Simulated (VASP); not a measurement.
# AlN (F-43m) in VASP: settings compared, part 2 of 2

VASP 6.6.1. Earlier steps stand in the parts before.

## Step 3: Elastic constants, LDA

File INCAR:

```
PREC = Accurate
ENCUT = 600
EDIFF = 1E-8
ISMEAR = 0
SIGMA = 0.01
LREAL = False
LASPH = True
NELM = 100
ALGO = Normal
ISIF = 3
LWAVE = False
LCHARG = True
GGA = CA
NBANDS = 11
IBRION = 6
NFREE = 2
POTIM = 0.015
NSW = 1
```

File KPOINTS:

```
regular mesh
0
Gamma
  9 9 9
```

File POSCAR:

```
AlN
1.0
    0.0000000000      2.1839935596      2.1839935596
    2.1839935596      0.0000000000      2.1839935596
    2.1839935596      2.1839935596      0.0000000000
Al N
1 1
Direct
    0.0000000000      0.0000000000      0.0000000000
    0.2500000000      0.2500000000      0.2500000000
```

Potentials or basis: VASP PAW LDA potentials, release 64 (Al, N).

Run with:

```
> cat potpaw_LDA.64/Al/POTCAR potpaw_LDA.64/N/POTCAR > POTCAR
> mpirun -np 1 vasp_std > vasp.out
```

OUTCAR:

```text
PREC = Accurate
   ENCUT = 600
   EDIFF = 1E-8
   ISMEAR = 0
   LREAL = False
   LASPH = True
   NELM = 100
   ISIF = 3
   GGA = CA
   IBRION = 6
   NFREE = 2
   POTIM = 0.015
   NSW = 1

 ion  position               nearest neighbor table
   1  0.000  0.000  0.000-   2 1.89   2 1.89   2 1.89   2 1.89
   2  0.250  0.250  0.250-   1 1.89   1 1.89   1 1.89   1 1.89

  LATTYP: Found a face centered cubic cell.
 ALAT       =     4.3679871192

  Lattice vectors:

 A1 = (   0.0000000000,   2.1839935596,   2.1839935596)
 A2 = (   2.1839935596,   0.0000000000,   2.1839935596)
 A3 = (   2.1839935596,   2.1839935596,   0.0000000000)

Analysis of symmetry for initial positions (statically):
=====================================================================
 Subroutine PRICEL returns:
 Original cell was already a primitive cell.

 Routine SETGRP: Setting up the symmetry group for a
 face centered cubic supercell.

 Subroutine GETGRP returns: Found 24 space group operations
 (whereof 24 operations were pure point group operations)
 out of a pool of 48 trial point group operations.

The static configuration has the point symmetry T_d .

Analysis of symmetry for dynamics (positions and initial velocities):
=====================================================================
 Subroutine PRICEL returns:
 Original cell was already a primitive cell.

 Routine SETGRP: Setting up the symmetry group for a
 face centered cubic supercell.

 Subroutine GETGRP returns: Found 24 space group operations
 (whereof 24 operations were pure point group operations)
 out of a pool of 48 trial point group operations.

The dynamic configuration has the point symmetry T_d .

 Subroutine INISYM returns: Found 24 space group operations
 (whereof 24 operations are pure point group operations),
 and found     1 'primitive' translations

----------------------------------------------------------------------------------------

                                     Primitive cell

  volume of cell :      20.8345

  direct lattice vectors                    reciprocal lattice vectors
     0.000000000  2.183993560  2.183993560    -0.228938404  0.228938404  0.228938404
     2.183993560  0.000000000  2.183993560     0.228938404 -0.228938404  0.228938404
     2.183993560  2.183993560  0.000000000     0.228938404  0.228938404 -0.228938404

  length of vectors
     3.088633312  3.088633312  3.088633312     0.396532948  0.396532948  0.396532948

  position of ions in fractional coordinates (direct lattice)
     0.000000000  0.000000000  0.000000000
     0.250000000  0.250000000  0.250000000

  ion indices of the primitive-cell ions
   primitive index   ion index
                 1           1
                 2           2

----------------------------------------------------------------------------------------
[... 306 lines left out ...]
  ext. energy  EPLUGINS =         0.00000000
  ---------------------------------------------------
  free energy    TOTEN  =       -16.37181943 eV

  energy without entropy =      -16.37181943  energy(sigma->0) =      -16.37181943

 E-fermi :   5.8957     XC(G=0): -11.2662

 val. band max:        5.7470996853   @ k =   0.0000   0.0000   0.0000
 cond. band min:       9.1147776029   @ k =   0.4444   0.4444   0.0000
 fundamental gap:      3.3676779176
 Fermi energy:         5.8956910356

 k-point     1 :       0.0000    0.0000    0.0000
  band No.  band energies     occupation
      1      -9.1156      2.00000
      2       5.6678      2.00000
      3       5.7079      2.00000
      4       5.7471      2.00000
      5       9.9420      0.00000
      6      18.0365      0.00000
      7      18.0423      0.00000
      8      18.0477      0.00000
      9      23.2298      0.00000
     10      23.2317      0.00000
     11      24.6209      0.00000
[... 309 lines left out ...]
 k-point    24 :       0.4444    0.4444    0.0000
  band No.  band energies     occupation
      1      -6.4574      2.00000
      2       0.8871      2.00000
      3       3.9594      2.00000
      4       3.9597      2.00000
      5       9.1148      0.00000
      6      14.2022      0.00000
      7      19.2397      0.00000
      8      21.0782      0.00000
      9      21.0791      0.00000
     10      28.7681      0.00000
     11      29.2448      0.00000

 [... further k-points ...]

------------------------ aborting loop because EDIFF is reached ----------------------------------------

  FORCE on cell =-STRESS in cart. coord.  units (eV):
  Direction    XX          YY          ZZ          XY          YZ          ZX
  --------------------------------------------------------------------------------------
  -------------------------------------------------------------------------------------
  Total       -0.4036872     -0.3981003     -0.3981003      0.0000000      0.1308152      0.0000000
  in kB      -31.0435593    -30.6139265    -30.6139265      0.0000000     10.0596947      0.0000000
  external PRESSURE =     -30.7571375 kB  Pullay stress =       0.0000000 kB
[... 17 lines left out ...]
  FREE ENERGIE OF THE ION-ELECTRON SYSTEM (eV)
  ---------------------------------------------------
  free  energy   TOTEN  =       -16.3718194338 eV

  energy  without entropy=      -16.3718194338  energy(sigma->0) =      -16.37181943

 INTERNAL STRAIN TENSORS FROM STRAINED CELLS
 ============================================

 INTERNAL STRAIN TENSOR FOR ION    1 for displacements in x,y,z  (eV/Angst):
          X           Y           Z          XY          YZ          ZX
  --------------------------------------------------------------------------------
  x    -0.00000     0.00000     0.00000     0.00000     8.72166    -0.00000
  y     0.00000     0.00000     0.00000     0.00000     0.00000     8.71976
  z     0.00000    -0.00000    -0.00000     8.72061     0.00000     0.00000

 INTERNAL STRAIN TENSORS FROM DISPLACED ATOMS
 ============================================

 INTERNAL STRAIN TENSOR FOR ION    1 for displacements in x,y,z  (eV/Angst):
          X           Y           Z          XY          YZ          ZX
  --------------------------------------------------------------------------------
  x     0.00000     0.00000     0.00000     0.00000     8.73026     0.00000
  y     0.00000     0.00000     0.00000     0.00000     0.00000     8.73026
  z     0.00000     0.00000     0.00000     8.73026     0.00000     0.00000

 INTERNAL STRAIN TENSOR FOR ION    2 for displacements in x,y,z  (eV/Angst):
          X           Y           Z          XY          YZ          ZX
  --------------------------------------------------------------------------------
  x     0.00000    -0.00000    -0.00000     0.00000    -8.71822     0.00000
  y    -0.00000     0.00000    -0.00000     0.00000     0.00000    -8.71822
  z    -0.00000    -0.00000     0.00000    -8.71822     0.00000     0.00000

 Eigenvectors and eigenvalues of the dynamical matrix
 ----------------------------------------------------

   1 f  =   19.587538 THz   123.072134 2PiTHz  653.369955 cm-1    81.007514 meV
             X         Y         Z           dx          dy          dz
      0.000000  0.000000  0.000000     0.000000    0.584543    0.000000
      1.091997  1.091997  1.091997     0.000000   -0.811363    0.000000
[... 21 lines left out ...]
   6 f/i=    0.001078 THz     0.006776 2PiTHz    0.035974 cm-1     0.004460 meV
             X         Y         Z           dx          dy          dz
      0.000000  0.000000  0.000000     0.000000    0.000000    0.811363
      1.091997  1.091997  1.091997     0.000000    0.000000    0.584543

--------------------------------------------------------------------------------------------------------

 ELASTIC MODULI CONTR FROM IONIC RELAXATION (kBar)
 Direction    XX          YY          ZZ          XY          YZ          ZX
 --------------------------------------------------------------------------------
 XX          -0.0000     -0.0000     -0.0000     -0.0000      0.0000     -0.0000
 YY          -0.0000     -0.0000     -0.0000     -0.0000     -0.0000      0.0000
 ZZ          -0.0000     -0.0000     -0.0000      0.0000     -0.0000     -0.0000
 XY          -0.0000     -0.0000      0.0000   -404.4673      0.0000      0.0000
 YZ           0.0000     -0.0000     -0.0000      0.0000   -404.4673      0.0000
 ZX          -0.0000      0.0000     -0.0000      0.0000      0.0000   -404.4673
 --------------------------------------------------------------------------------

 TOTAL ELASTIC MODULI (kBar)
 Direction    XX          YY          ZZ          XY          YZ          ZX
 --------------------------------------------------------------------------------
 XX        2914.4052   1567.7857   1567.7857     -0.0000     -0.0000     -0.0000
 YY        1567.7857   2914.4052   1567.7857     -0.0000     -0.0000      0.0000
 ZZ        1567.7857   1567.7857   2914.4052     -0.0000     -0.0000     -0.0000
 XY          -0.0000     -0.0000     -0.0000   1844.2259      0.0000     -0.0000
 YZ          -0.0000     -0.0000     -0.0000      0.0000   1844.2259     -0.0000
 ZX          -0.0000      0.0000     -0.0000     -0.0000     -0.0000   1844.2259
 --------------------------------------------------------------------------------
```

Run time: 6.8 min. Hardware: 1 thread of Intel Xeon Platinum 8488C (Sapphire Rapids), shared host; peak memory 0.22 GiB.

Results:

* Elastic constants C11, C12, C44: 291, 157, 184 GPa
* Voigt bulk modulus: 202 GPa
* Highest phonon frequency at Γ, LO-TO splitting left out: 653 cm⁻¹

Phonon frequencies in cm⁻¹ (negative: imaginary):
| q point | frequencies |
| --- | --- |
| (0.000, 0.000, 0.000) | 0 0 0 653 653 653 |

Elastic tensor in Voigt notation (GPa, in the Cartesian axes of the cell as first typed):
```
291 157 157   0   0   0
157 291 157   0   0   0
157 157 291   0   0   0
  0   0   0 184   0   0
  0   0   0   0 184   0
  0   0   0   0   0 184
```

Clamped-ion elastic tensor (GPa):
```
291 157 157   0   0   0
157 291 157   0   0   0
157 157 291   0   0   0
  0   0   0 225   0   0
  0   0   0   0 225   0
  0   0   0   0   0 225
```

Caveat: the cell is under stress, which shifts elastic constants.

## Step 4: Dielectric tensor, r2SCAN

File INCAR:

```
SYSTEM = AlN
PREC     = Accurate       ! precision mode
ENCUT    = 520            ! plane-wave cutoff, eV
EDIFF    = 1E-8           ! SCF threshold, eV
ISMEAR   = 0              ! smearing method
SIGMA    = 0.01           ! smearing width, eV
LREAL    = .FALSE.        ! projectors in reciprocal space
LASPH    = .TRUE.         ! aspherical terms in the spheres
NELM     = 80             ! most SCF steps
ALGO     = Normal         ! electronic algorithm
ISIF     = 2              ! what is computed and relaxed
LWAVE    = .FALSE.        ! write WAVECAR
LCHARG   = .FALSE.        ! write CHGCAR
METAGGA  = R2SCAN         ! meta-GGA
LMIXTAU  = .TRUE.       
LCALCEPS = .TRUE.
```

File KPOINTS:

```
regular mesh
0
G
  10 10 10
  0 0 0
```

POSCAR is that of step 3.

Potentials or basis: VASP PAW PBE potentials, release 64 (Al, N).

Run with:

```
> cat potpaw_PBE.64/Al/POTCAR potpaw_PBE.64/N/POTCAR > POTCAR
> mpirun -np 1 vasp_std > vasp.out
```

OUTCAR:

```text
SYSTEM = AlN
   PREC = Accurate
   ENCUT = 520
   EDIFF = 1E-8
   ISMEAR = 0
   LREAL = .FALSE.
   LASPH = .TRUE.
   NELM = 80
   ISIF = 2
   METAGGA = R2SCAN

 ion  position               nearest neighbor table
   1  0.000  0.000  0.000-   2 1.89   2 1.89   2 1.89   2 1.89
   2  0.250  0.250  0.250-   1 1.89   1 1.89   1 1.89   1 1.89

  LATTYP: Found a face centered cubic cell.
 ALAT       =     4.3679871192

  Lattice vectors:

 A1 = (   0.0000000000,   2.1839935596,   2.1839935596)
 A2 = (   2.1839935596,   0.0000000000,   2.1839935596)
 A3 = (   2.1839935596,   2.1839935596,   0.0000000000)

Analysis of symmetry for initial positions (statically):
=====================================================================
 Subroutine PRICEL returns:
 Original cell was already a primitive cell.

 Routine SETGRP: Setting up the symmetry group for a
 face centered cubic supercell.

 Subroutine GETGRP returns: Found 24 space group operations
 (whereof 24 operations were pure point group operations)
 out of a pool of 48 trial point group operations.

The static configuration has the point symmetry T_d .

Analysis of symmetry for dynamics (positions and initial velocities):
=====================================================================
 Subroutine PRICEL returns:
 Original cell was already a primitive cell.

 Routine SETGRP: Setting up the symmetry group for a
 face centered cubic supercell.

 Subroutine GETGRP returns: Found 24 space group operations
 (whereof 24 operations were pure point group operations)
 out of a pool of 48 trial point group operations.

The dynamic configuration has the point symmetry T_d .

 Subroutine INISYM returns: Found 24 space group operations
 (whereof 24 operations are pure point group operations),
 and found     1 'primitive' translations

----------------------------------------------------------------------------------------

                                     Primitive cell

  volume of cell :      20.8345

  direct lattice vectors                    reciprocal lattice vectors
     0.000000000  2.183993560  2.183993560    -0.228938404  0.228938404  0.228938404
     2.183993560  0.000000000  2.183993560     0.228938404 -0.228938404  0.228938404
     2.183993560  2.183993560  0.000000000     0.228938404  0.228938404 -0.228938404

  length of vectors
     3.088633312  3.088633312  3.088633312     0.396532948  0.396532948  0.396532948

  position of ions in fractional coordinates (direct lattice)
     0.000000000  0.000000000  0.000000000
     0.250000000  0.250000000  0.250000000

  ion indices of the primitive-cell ions
   primitive index   ion index
                 1           1
                 2           2

----------------------------------------------------------------------------------------

 KPOINTS: regular mesh

Automatic generation of k-mesh.
 Grid dimensions read from file:
 generate k-points for:   10   10   10

 Generating k-lattice:

  Cartesian coordinates                     Fractional coordinates (reciprocal lattice)
[... 74 lines left out ...]
   EFERMI =   0.00;   METHOD = LEGACY
   ISMEAR =     0;   SIGMA  =   0.01  broadening in eV -4-tet -1-fermi 0-gaus
   EFERMI_NEDOS =   21; number of points for ismear=-14 and -15
   IALGO  =     38    algorithm
   IMIX   =      4    mixing-type and parameters
     AMIX     =   0.40;   BMIX     =  1.00
     AMIX_MAG =   1.60;   BMIX_MAG =  1.00
  volume/ion in A,a.u.               =      10.42        70.30
  Fermi-wavevector in a.u.,A,eV,Ry     =   1.189899  2.248583 19.263943  1.415860
  Thomas-Fermi vector in A             =   2.325996
   LORBIT       =      0    0 simple, 1 ext, 2 COOP (PROOUT), +10 PAW based schemes
   METAGGA = R2SCAN    functional components
   LHFCALC =     F    Hartree Fock is set to
   AEXX    =    0.0000 exact exchange contribution
   IVDW    =     0    specifies the selected vdW correction
   LEPSILON=     F    determine dielectric tensor
   LRPA    =     F    only Hartree local field effects (RPA)
   LRPA       =     F
 non-spin polarized calculation
 Gauss-broadening in eV      SIGMA  =   0.01
  energy-cutoff  :      520.00
  volume of cell :       20.83
 maximum number of plane-waves:       571
   NGX = 11   NGY = 11   NGZ = 11

 number of electron       8.0000000 magnetization

 Free energy of the ion-electron system (eV)
  ---------------------------------------------------
  ext. energy  EPLUGINS =         0.00000000
  ---------------------------------------------------
  free energy    TOTEN  =       -19.17974391 eV

  energy without entropy =      -19.17974391  energy(sigma->0) =      -19.17974391

 E-fermi :   5.7443     XC(G=0): -11.4184

 val. band max:        5.6931147240   @ k =   0.0000   0.0000   0.0000
 cond. band min:   10000.0000000000   @ k =   0.0000   0.0000   0.0000
 fundamental gap:   9994.3068852760
 Fermi energy:         5.7442754502

 k-point     1 :       0.0000    0.0000    0.0000
  band No.  band energies     occupation
      1     -10.0486      2.00000
      2       5.6929      2.00000
      3       5.6930      2.00000
      4       5.6931      2.00000
      5   10000.0000      0.00000
      6   10000.0000      0.00000
      7   10000.0000      0.00000
      8   10000.0000      0.00000
[... 243 lines left out ...]
 k-point    24 :       0.4000    0.3000    0.0000
  band No.  band energies     occupation
      1      -8.0607      2.00000
      2       1.5011      2.00000
      3       3.9736      2.00000
      4       4.2662      2.00000
      5   10000.0000      0.00000
      6   10000.0000      0.00000
      7   10000.0000      0.00000
      8   10000.0000      0.00000

 [... further k-points ...]

------------------------ aborting loop because EDIFF is reached ----------------------------------------

            Ionic dipole moment: p[ion]=(     5.45998     5.45998     5.45998 ) |e| Angst

 Total electronic dipole moment: p[elc]=(     0.00008     0.00008     0.00382 ) |e| Angst

 MACROSCOPIC STATIC DIELECTRIC TENSOR (including local field effects)
 ------------------------------------------------------
           4.244916     0.000000     0.000000
          -0.000000     4.244916     0.000000
          -0.000000     0.000000     4.244916
 ------------------------------------------------------

 PIEZOELECTRIC TENSOR (including local field effects) (e Angst)
          XX          YY          ZZ          XY          YZ          ZX
  --------------------------------------------------------------------------------
  x    -0.00000     0.00000     0.00000     0.00000    -0.77237     0.00000
  y    -0.00000     0.00000    -0.00000     0.00000     0.00000    -0.77237
  z    -0.00000    -0.00000    -0.00000    -0.77237     0.00000     0.00000

 PIEZOELECTRIC TENSOR (including local field effects) (C/m^2)
          XX          YY          ZZ          XY          YZ          ZX
  --------------------------------------------------------------------------------
  x    -0.00000     0.00000     0.00000     0.00000    -0.59395     0.00000
  y    -0.00000     0.00000    -0.00000     0.00000     0.00000    -0.59395
  z    -0.00000    -0.00000    -0.00000    -0.59395     0.00000     0.00000

 BORN EFFECTIVE CHARGES (including local field effects) (in |e|, cummulative output)
 ---------------------------------------------------------------------------------
 ion    1
    1     2.51800    -0.00000     0.00000
    2    -0.00000     2.51800    -0.00000
    3     0.00000    -0.00000     2.51800
 ion    2
    1    -2.51800     0.00000     0.00000
    2     0.00000    -2.51800    -0.00000
    3     0.00000    -0.00000    -2.51800

  FORCE on cell =-STRESS in cart. coord.  units (eV):
  Direction    XX          YY          ZZ          XY          YZ          ZX
  --------------------------------------------------------------------------------------
  -------------------------------------------------------------------------------------
  Total       -0.0169569     -0.0169569     -0.0169569     -0.0000000      0.0000000     -0.0000000
  in kB       -1.3039851     -1.3039851     -1.3039851     -0.0000000      0.0000000     -0.0000000
  external PRESSURE =      -1.3039851 kB  Pullay stress =       0.0000000 kB

 VOLUME and BASIS-vectors are now :
 -----------------------------------------------------------------------------
  energy-cutoff  :      520.00
  volume of cell :       20.83
      direct lattice vectors                 reciprocal lattice vectors
     0.000000000  2.183993560  2.183993560    -0.228938404  0.228938404  0.228938404
     2.183993560  0.000000000  2.183993560     0.228938404 -0.228938404  0.228938404
     2.183993560  2.183993560  0.000000000     0.228938404  0.228938404 -0.228938404

 POSITION                                       TOTAL-FORCE (eV/Angst)
 -----------------------------------------------------------------------------------
      0.00000      0.00000      0.00000        -0.000000     -0.000000      0.000000
      1.09200      1.09200      1.09200         0.000000      0.000000     -0.000000
 -----------------------------------------------------------------------------------
    total drift:                               -0.000000     -0.000000     -0.000001

  FREE ENERGIE OF THE ION-ELECTRON SYSTEM (eV)
  ---------------------------------------------------
  free  energy   TOTEN  =       -19.1797439143 eV

  energy  without entropy=      -19.1797439143  energy(sigma->0) =      -19.17974391
```

Run time: 23 min. Hardware: 1 thread of Intel Xeon Platinum 8488C (Sapphire Rapids), shared host; peak memory 0.34 GiB.

What came out:

```
Band gap on the k mesh                  : 3.93 eV (least direct gap 4.89 eV)
Electronic dielectric tensor (diagonal) : 4.24
Born charges (mean of the diagonal)     : Al +2.52; N -2.52 e
```

Electronic dielectric tensor:
```
4.24 0.00 0.00
0.00 4.24 0.00
0.00 0.00 4.24
```

Born effective charge tensors (e):
atom 1, Al
```
2.52 0.00 0.00
0.00 2.52 0.00
0.00 0.00 2.52
```
atom 2, N
```
-2.52  0.00  0.00
 0.00 -2.52  0.00
 0.00  0.00 -2.52
```

Dipole moments of the cell (e·Å, modulo the quantum): ionic 5.460, 5.460, 5.460; electronic 0.000, 0.000, 0.004

Caveat: the PAW data sets were made with another functional, which shifts forces and pressure a little. A k mesh can miss the band edges.

The gap in the log of VASP goes by the Fermi energy; the results here count the filled bands.